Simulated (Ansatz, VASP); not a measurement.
# Two plane-wave programs on ZrAl2N3

```
Zr Al N
1.0
    -1.63376    1.63376    6.90326
     1.63376   -1.63376    6.90326
     1.63376    1.63376   -6.90326
Zr Al N
1 2 3
Direct
  0.00000 0.00000 0.00000
  0.67462 0.67462 0.00000
  0.32538 0.32538 0.00000
  0.09870 0.59870 0.50000
  0.40130 0.90130 0.50000
  0.75000 0.25000 0.50000
```

Alike in both runs: functional PBE; k mesh 8 × 8 × 8; occupations gaussian, width 0.1 eV; no spin polarisation.

Ansatz relaxed the structure, and its values are those at the end. VASP's run is a single point on that final structure, the one shown.

```csv
,VASP,Ansatz
version,VASP 6.6.1,Ansatz 0.2.0
potentials or method,"VASP PAW PBE potentials, release 64 (Zr_sv, Al, N), cutoff 520 eV","scalar-relativistic, plane waves, PAW"
valence electrons in the cell,33,33
```

|  | VASP | Ansatz | Ansatz less VASP |
| --- | --- | --- | --- |
| gap on the k mesh at the Fermi level (eV) | none | none | - |
| pressure (GPa) | -0.3 | -0.2 | +0.10 |
| rms of the force components (eV/Å) | 0.010 | 0.001 | -0.0091 |

A gap of «none» marks a metal or a gap that the smearing closes.
